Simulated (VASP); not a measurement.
# W (Im-3m) in VASP: a series of runs

W is run at these levels: r2SCAN; tasks: single point.

All numbers are computed with VASP 6.6.1; they aren't measurements. Logs are shortened: lines on timing, memory, paths and dates and some standing lists are left out, and cuts for length are marked.

**1. The cell of the first run**

It takes space group Im-3m (No. 229, cubic). The conventional cell has a = 3.097 Å, b = 3.097 Å, c = 3.097 Å, α = 90.00°, β = 90.00°, γ = 90.00°. W (site symmetry m-3m) has 14 W at 2.68 to 3.10 Å within 3.5 Å.

**2. Single point, r2SCAN**

The input, POSCAR:

```
W
1.0
   -1.5485964810      1.5485964810      1.5485964810
    1.5485964810     -1.5485964810      1.5485964810
    1.5485964810      1.5485964810     -1.5485964810
W
1
Direct
    0.0000000000      0.0000000000      0.0000000000
```

The input, INCAR.step1:

```
ALGO = Normal
EDIFF = 1E-4
ENCUT = 520
GGA = PE
ISMEAR = -1
LASPH = T
LCHARG = F
LREAL = F
LWAVE = T
NBANDS = 13
NELM = 80
PREC = Accurate
SIGMA = 0.1
```

The input, INCAR.step2:

```
ALGO = Normal
EDIFF = 1E-7
ENCUT = 520
ISIF = 2
ISMEAR = -1
ISTART = 1
LASPH = T
LCHARG = T
LELF = T
LMIXTAU = T
LREAL = F
LVHAR = T
LWAVE = F
METAGGA = R2SCAN
NBANDS = 13
NELM = 80
PREC = Accurate
SIGMA = 0.1
```

The input, KPOINTS:

```
k-points
0
Gamma
  15 15 15
```

Potentials or basis: VASP PAW PBE potentials, release 64 (W_sv).

On the command line:

```
$ cat potpaw_PBE.64/W_sv/POTCAR > POTCAR
$ cp INCAR.step1 INCAR
$ mpirun -np 1 vasp_std > vasp.out
$ cp INCAR.step2 INCAR
$ mpirun -np 1 vasp_std > vasp.out
```

OUTCAR:

```text
EDIFF = 1E-7
   ENCUT = 520
   ISIF = 2
   ISMEAR = -1
   ISTART = 1
   LASPH = T
   LREAL = F
   METAGGA = R2SCAN
   NELM = 80
   PREC = Accurate

 ion  position               nearest neighbor table
   1  0.000  0.000  0.000-

  LATTYP: Found a body centered cubic cell.
 ALAT       =     3.0971929620

  Lattice vectors:

 A1 = (  -1.5485964810,   1.5485964810,   1.5485964810)
 A2 = (   1.5485964810,  -1.5485964810,   1.5485964810)
 A3 = (   1.5485964810,   1.5485964810,  -1.5485964810)

Analysis of symmetry for initial positions (statically):
=====================================================================
 Subroutine PRICEL returns:
 Original cell was already a primitive cell.

 Routine SETGRP: Setting up the symmetry group for a
 body centered cubic supercell.

 Subroutine GETGRP returns: Found 48 space group operations
 (whereof 48 operations were pure point group operations)
 out of a pool of 48 trial point group operations.

The static configuration has the point symmetry O_h .

Analysis of symmetry for dynamics (positions and initial velocities):
=====================================================================
 Subroutine PRICEL returns:
 Original cell was already a primitive cell.

 Routine SETGRP: Setting up the symmetry group for a
 body centered cubic supercell.

 Subroutine GETGRP returns: Found 48 space group operations
 (whereof 48 operations were pure point group operations)
 out of a pool of 48 trial point group operations.

The dynamic configuration has the point symmetry O_h .

 Subroutine INISYM returns: Found 48 space group operations
 (whereof 48 operations are pure point group operations),
 and found     1 'primitive' translations

----------------------------------------------------------------------------------------

                                     Primitive cell

  volume of cell :      14.8551

  direct lattice vectors                    reciprocal lattice vectors
    -1.548596481  1.548596481  1.548596481     0.000000000  0.322873005  0.322873005
     1.548596481 -1.548596481  1.548596481     0.322873005  0.000000000  0.322873005
     1.548596481  1.548596481 -1.548596481     0.322873005  0.322873005  0.000000000

  length of vectors
     2.682247786  2.682247786  2.682247786     0.456611383  0.456611383  0.456611383

  position of ions in fractional coordinates (direct lattice)
     0.000000000  0.000000000  0.000000000
[... 81 lines left out ...]
   NFREE  =      0    steps in history (QN), initial steepest desc. (CG)
   ISIF   =      2    stress and relaxation
   ISYM   =      2    0-nonsym 1-usesym 2-fastsym
   POTIM  = 0.5000    time-step for ionic-motion
   TEBEG  =    0.0;   TEEND  =   0.0 temperature during run
   PSTRESS=    0.0 pullay stress
   NELECT =      14.0000    total number of electrons
   NUPDOWN=      -1.0000    fix difference up-down
   EMIN   =  10.00;   EMAX   =-10.00  energy-range for DOS
   EFERMI =   0.00;   METHOD = LEGACY
   ISMEAR =    -1;   SIGMA  =   0.10  broadening in eV -4-tet -1-fermi 0-gaus
   EFERMI_NEDOS =   21; number of points for ismear=-14 and -15
   IALGO  =     38    algorithm
   IMIX   =      4    mixing-type and parameters
     AMIX     =   0.40;   BMIX     =  1.00
     AMIX_MAG =   1.60;   BMIX_MAG =  1.00
  volume/ion in A,a.u.               =      14.86       100.25
  Fermi-wavevector in a.u.,A,eV,Ry     =   1.605065  3.033133 35.051779  2.576233
  Thomas-Fermi vector in A             =   2.701470
   LORBIT       =      0    0 simple, 1 ext, 2 COOP (PROOUT), +10 PAW based schemes
   METAGGA = R2SCAN    functional components
   LHFCALC =     F    Hartree Fock is set to
   AEXX    =    0.0000 exact exchange contribution
   IVDW    =     0    specifies the selected vdW correction
   LEPSILON=     F    determine dielectric tensor
   LRPA    =     F    only Hartree local field effects (RPA)
 non-spin polarized calculation
  energy-cutoff  :      520.00
  volume of cell :       14.86
 maximum number of plane-waves:       414
   NGX =  9   NGY =  9   NGZ =  9

 number of electron      13.9999998 magnetization

 Free energy of the ion-electron system (eV)
  ---------------------------------------------------
  ext. energy  EPLUGINS =         0.00000000
  ---------------------------------------------------
  free energy    TOTEN  =       -51.26801398 eV

  energy without entropy =      -51.25525932  energy(sigma->0) =      -51.26163665

 E-fermi :  12.2268     XC(G=0): -15.3868

 val. band max:       12.1642923318   @ k =  -0.3333   0.4000   0.2667
 cond. band min:      12.3630213266   @ k =  -0.2667   0.3333   0.1333
 fundamental gap:      0.1987289948
 Fermi energy:        12.2268375223

 k-point     1 :       0.0000    0.0000    0.0000
  band No.  band energies     occupation
      1     -63.7885      2.00000
      2     -26.5306      2.00000
      3     -26.5306      2.00000
      4     -26.5306      2.00000
      5       1.7658      2.00000
      6      10.8525      2.00000
      7      10.8525      2.00000
      8      10.8525      2.00000
      9      14.9604      0.00000
     10      14.9604      0.00000
     11      27.6511      0.00000
     12      27.6511      0.00000
     13      27.6511      0.00000
[... 354 lines left out ...]
  band No.  band energies     occupation
      1     -63.5721      2.00000
      2     -28.0208      2.00000
      3     -27.3196      2.00000
      4     -26.7050      2.00000
      5       6.5702      2.00000
      6       8.4946      2.00000
      7      10.7538      2.00000
      8      14.6443      0.00000
      9      16.2986      0.00000
     10      21.6569      0.00000
     11      23.0514      0.00000
     12      26.6674      0.00000
     13      30.0416      0.00000

 [... further k-points ...]

------------------------ aborting loop because EDIFF is reached ----------------------------------------

  FORCE on cell =-STRESS in cart. coord.  units (eV):
  Direction    XX          YY          ZZ          XY          YZ          ZX
  --------------------------------------------------------------------------------------
  -------------------------------------------------------------------------------------
  Total        2.5045366      2.5045366      2.5045366      0.0000000     -0.0000000     -0.0000000
  in kB      270.1239953    270.1239953    270.1239953      0.0000000     -0.0000000     -0.0000000
  external PRESSURE =     270.1239953 kB  Pullay stress =       0.0000000 kB

 VOLUME and BASIS-vectors are now :
 -----------------------------------------------------------------------------
  energy-cutoff  :      520.00
  volume of cell :       14.86
      direct lattice vectors                 reciprocal lattice vectors
    -1.548596481  1.548596481  1.548596481     0.000000000  0.322873005  0.322873005
     1.548596481 -1.548596481  1.548596481     0.322873005  0.000000000  0.322873005
     1.548596481  1.548596481 -1.548596481     0.322873005  0.322873005  0.000000000

 POSITION                                       TOTAL-FORCE (eV/Angst)
 -----------------------------------------------------------------------------------
      0.00000      0.00000      0.00000         0.000000      0.000000     -0.000000
 -----------------------------------------------------------------------------------
    total drift:                                0.000000     -0.000000      0.000000

  FREE ENERGIE OF THE ION-ELECTRON SYSTEM (eV)
  ---------------------------------------------------
  free  energy   TOTEN  =       -51.2680139794 eV

  energy  without entropy=      -51.2552593171  energy(sigma->0) =      -51.26163665
```

OUTCAR.step1:

```text
EDIFF = 1E-4
   ENCUT = 520
   GGA = PE
   ISMEAR = -1
   LASPH = T
   LREAL = F
[... 597 lines left out ...]

 POSITION                                       TOTAL-FORCE (eV/Angst)
 -----------------------------------------------------------------------------------
      0.00000      0.00000      0.00000         0.000000     -0.000000      0.000000
 -----------------------------------------------------------------------------------
    total drift:                                0.000000     -0.000000      0.000000

  FREE ENERGIE OF THE ION-ELECTRON SYSTEM (eV)
  ---------------------------------------------------
  free  energy   TOTEN  =       -12.8419472351 eV

  energy  without entropy=      -12.8264624779  energy(sigma->0) =      -12.83420486
```

Run time: 42 s. Hardware: 1 thread of Intel Xeon 6975P-C (Granite Rapids), shared host; peak memory 0.14 GiB.

What came out:

```
Free energy            : -51.2680 eV
Pressure               : 27.0 GPa
Band gap on the k mesh : zero (band 7 reaches 17.49 eV, above the bottom of band 8 at 10.85 eV)
```

Caveat: the PAW data sets were made with another functional, which shifts forces and pressure a little; spin-orbit coupling is left out, which moves the levels of the heavy elements.

**3. Single point, r2SCAN**

This run uses another cell than the first one, of 15.34 Å³/atom, 1.033 times its volume.

The input, POSCAR:

```
W
1.0
   -1.5652493329      1.5652493329      1.5652493329
    1.5652493329     -1.5652493329      1.5652493329
    1.5652493329      1.5652493329     -1.5652493329
W
1
Direct
    0.0000000000      0.0000000000      0.0000000000
```

The input, INCAR.step1:

```
SYSTEM = W
PREC     = Accurate       ! precision mode
ENCUT    = 520            ! plane-wave cutoff, eV
ISMEAR   = -1             ! smearing method
SIGMA    = 0.1            ! smearing width, eV
LREAL    = .False.        ! projectors in reciprocal space
LASPH    = .True.         ! aspherical terms in the spheres
NELM     = 60             ! most SCF steps
NBANDS   = 13             ! bands
GGA      = PE             ! functional
ALGO     = Normal         ! electronic algorithm
EDIFF    = 1E-4           ! SCF threshold, eV
LWAVE    = .True.         ! write WAVECAR
LCHARG   = .False.        ! write CHGCAR
```

The input, INCAR.step2:

```
SYSTEM = W
PREC     = Accurate       ! precision mode
ENCUT    = 520            ! plane-wave cutoff, eV
EDIFF    = 1E-6           ! SCF threshold, eV
ISMEAR   = -1             ! smearing method
SIGMA    = 0.1            ! smearing width, eV
LREAL    = .False.        ! projectors in reciprocal space
LASPH    = .True.         ! aspherical terms in the spheres
NELM     = 60             ! most SCF steps
ALGO     = Normal         ! electronic algorithm
ISIF     = 2              ! what is computed and relaxed
LWAVE    = .False.        ! write WAVECAR
LCHARG   = .False.        ! write CHGCAR
METAGGA  = R2SCAN         ! meta-GGA
LMIXTAU  = .True.       
NBANDS   = 13             ! bands
ISTART   = 1
```

The input, KPOINTS:

```
regular mesh
0
Gamma
  15 15 15
  0 0 0
```

Potentials or basis: VASP PAW PBE potentials, release 64 (W_sv).

On the command line:

```
$ cat potpaw_PBE.64/W_sv/POTCAR > POTCAR
$ cp INCAR.step1 INCAR
$ mpirun -np 1 vasp_std > vasp.out
$ cp INCAR.step2 INCAR
$ mpirun -np 1 vasp_std > vasp.out
```

OUTCAR:

```text
SYSTEM = W
   PREC = Accurate
   ENCUT = 520
   EDIFF = 1E-6
   ISMEAR = -1
   LREAL = .False.
   LASPH = .True.
   NELM = 60
   ISIF = 2
   METAGGA = R2SCAN
   ISTART = 1

 ion  position               nearest neighbor table
   1  0.000  0.000  0.000-

  LATTYP: Found a body centered cubic cell.
 ALAT       =     3.1304986658

  Lattice vectors:

 A1 = (  -1.5652493329,   1.5652493329,   1.5652493329)
 A2 = (   1.5652493329,  -1.5652493329,   1.5652493329)
 A3 = (   1.5652493329,   1.5652493329,  -1.5652493329)

Analysis of symmetry for initial positions (statically):
=====================================================================
 Subroutine PRICEL returns:
 Original cell was already a primitive cell.

 Routine SETGRP: Setting up the symmetry group for a
 body centered cubic supercell.

 Subroutine GETGRP returns: Found 48 space group operations
 (whereof 48 operations were pure point group operations)
 out of a pool of 48 trial point group operations.

The static configuration has the point symmetry O_h .

Analysis of symmetry for dynamics (positions and initial velocities):
=====================================================================
 Subroutine PRICEL returns:
 Original cell was already a primitive cell.

 Routine SETGRP: Setting up the symmetry group for a
 body centered cubic supercell.

 Subroutine GETGRP returns: Found 48 space group operations
 (whereof 48 operations were pure point group operations)
 out of a pool of 48 trial point group operations.

The dynamic configuration has the point symmetry O_h .

 Subroutine INISYM returns: Found 48 space group operations
 (whereof 48 operations are pure point group operations),
 and found     1 'primitive' translations

----------------------------------------------------------------------------------------

[... 113 lines left out ...]
  Thomas-Fermi vector in A             =   2.687061
   LORBIT       =      0    0 simple, 1 ext, 2 COOP (PROOUT), +10 PAW based schemes
   METAGGA = R2SCAN    functional components
   LHFCALC =     F    Hartree Fock is set to
   AEXX    =    0.0000 exact exchange contribution
   IVDW    =     0    specifies the selected vdW correction
   LEPSILON=     F    determine dielectric tensor
   LRPA    =     F    only Hartree local field effects (RPA)
 non-spin polarized calculation
  energy-cutoff  :      520.00
  volume of cell :       15.34
 maximum number of plane-waves:       423
   NGX =  9   NGY =  9   NGZ =  9

 number of electron      14.0000004 magnetization

 Free energy of the ion-electron system (eV)
  ---------------------------------------------------
  ext. energy  EPLUGINS =         0.00000000
  ---------------------------------------------------
  free energy    TOTEN  =       -51.32997333 eV

  energy without entropy =      -51.31766012  energy(sigma->0) =      -51.32381672

 E-fermi :  11.7348     XC(G=0): -15.1748

 val. band max:       11.6838573114   @ k =  -0.3333   0.4000   0.2667
 cond. band min:      11.8931651510   @ k =  -0.2667   0.3333   0.1333
 fundamental gap:      0.2093078396
 Fermi energy:        11.7347643076

 k-point     1 :       0.0000    0.0000    0.0000
  band No.  band energies     occupation
      1     -64.3060      2.00000
      2     -27.1094      2.00000
      3     -27.1094      2.00000
      4     -27.1094      2.00000
      5       1.4589      2.00000
      6      10.4303      2.00000
      7      10.4303      2.00000
      8      10.4303      2.00000
      9      14.4067      0.00000
     10      14.4067      0.00000
     11      27.1017      0.00000
     12      27.1017      0.00000
     13      27.1017      0.00000
[... 354 lines left out ...]
  band No.  band energies     occupation
      1     -64.1176      2.00000
      2     -28.4538      2.00000
      3     -27.8215      2.00000
      4     -27.2659      2.00000
      5       6.2703      2.00000
      6       8.1513      2.00000
      7      10.2598      2.00000
      8      14.0844      0.00000
      9      15.6501      0.00000
     10      20.7925      0.00000
     11      22.1305      0.00000
     12      25.8568      0.00000
     13      29.0903      0.00000

 [... further k-points ...]

------------------------ aborting loop because EDIFF is reached ----------------------------------------

  FORCE on cell =-STRESS in cart. coord.  units (eV):
  Direction    XX          YY          ZZ          XY          YZ          ZX
  --------------------------------------------------------------------------------------
  -------------------------------------------------------------------------------------
  Total        1.3485595      1.3485595      1.3485595      0.0000000     -0.0000000      0.0000000
  in kB      140.8543060    140.8543060    140.8543060      0.0000000     -0.0000000      0.0000000
  external PRESSURE =     140.8543060 kB  Pullay stress =       0.0000000 kB

 VOLUME and BASIS-vectors are now :
 -----------------------------------------------------------------------------
  energy-cutoff  :      520.00
  volume of cell :       15.34
      direct lattice vectors                 reciprocal lattice vectors
    -1.565249333  1.565249333  1.565249333     0.000000000  0.319437926  0.319437926
     1.565249333 -1.565249333  1.565249333     0.319437926  0.000000000  0.319437926
     1.565249333  1.565249333 -1.565249333     0.319437926  0.319437926  0.000000000

 POSITION                                       TOTAL-FORCE (eV/Angst)
 -----------------------------------------------------------------------------------
      0.00000      0.00000      0.00000        -0.000000     -0.000000      0.000000
 -----------------------------------------------------------------------------------
    total drift:                                0.000000     -0.000000      0.000000

  FREE ENERGIE OF THE ION-ELECTRON SYSTEM (eV)
  ---------------------------------------------------
  free  energy   TOTEN  =       -51.3299733256 eV

  energy  without entropy=      -51.3176601188  energy(sigma->0) =      -51.32381672
```

OUTCAR.step1:

```text
SYSTEM = W
   PREC = Accurate
   ENCUT = 520
   ISMEAR = -1
   LREAL = .False.
   LASPH = .True.
[... 598 lines left out ...]

 POSITION                                       TOTAL-FORCE (eV/Angst)
 -----------------------------------------------------------------------------------
      0.00000      0.00000      0.00000         0.000000      0.000000     -0.000000
 -----------------------------------------------------------------------------------
    total drift:                                0.000000     -0.000000      0.000000

  FREE ENERGIE OF THE ION-ELECTRON SYSTEM (eV)
  ---------------------------------------------------
  free  energy   TOTEN  =       -12.9153379397 eV

  energy  without entropy=      -12.9002364305  energy(sigma->0) =      -12.90778719
```

OSZICAR.step1:

```text
N       E                     dE             d eps       ncg     rms          rms(c)
DAV:   1     0.860960202086E+02    0.86096E+02   -0.74154E+03  3128   0.123E+03
DAV:   2    -0.118257082748E+02   -0.97922E+02   -0.94079E+02  3505   0.319E+02
DAV:   3    -0.134993275983E+02   -0.16736E+01   -0.16687E+01  3380   0.401E+01
DAV:   4    -0.135058505328E+02   -0.65229E-02   -0.65228E-02  3510   0.276E+00
DAV:   5    -0.135058998671E+02   -0.49334E-04   -0.49336E-04  3385   0.228E-01    0.223E+01
DAV:   6    -0.130460147931E+02    0.45989E+00   -0.36872E-01  3270   0.826E+00    0.924E+00
DAV:   7    -0.129193900386E+02    0.12662E+00   -0.20600E-01  3460   0.589E+00    0.574E-01
DAV:   8    -0.129153300128E+02    0.40600E-02   -0.42800E-03  3170   0.859E-01    0.621E-02
DAV:   9    -0.129153379397E+02   -0.79269E-05   -0.58452E-05  2430   0.100E-01
   1 F= -.12915338E+02 E0= -.12907787E+02  d E =-.151015E-01
```

It took 41 s on 1 thread of Intel Xeon 6975P-C (Granite Rapids), shared host; peak memory 0.14 GiB.

Results:

```
Free energy            : -51.3300 eV
Pressure               : 14.1 GPa
Band gap on the k mesh : zero (band 7 reaches 16.79 eV, above the bottom of band 8 at 10.43 eV)
```

Caveat: the PAW data sets were made with another functional, which shifts forces and pressure a little; spin-orbit coupling is left out, which moves the levels of the heavy elements.

(Part 1 of 2 ends here.)
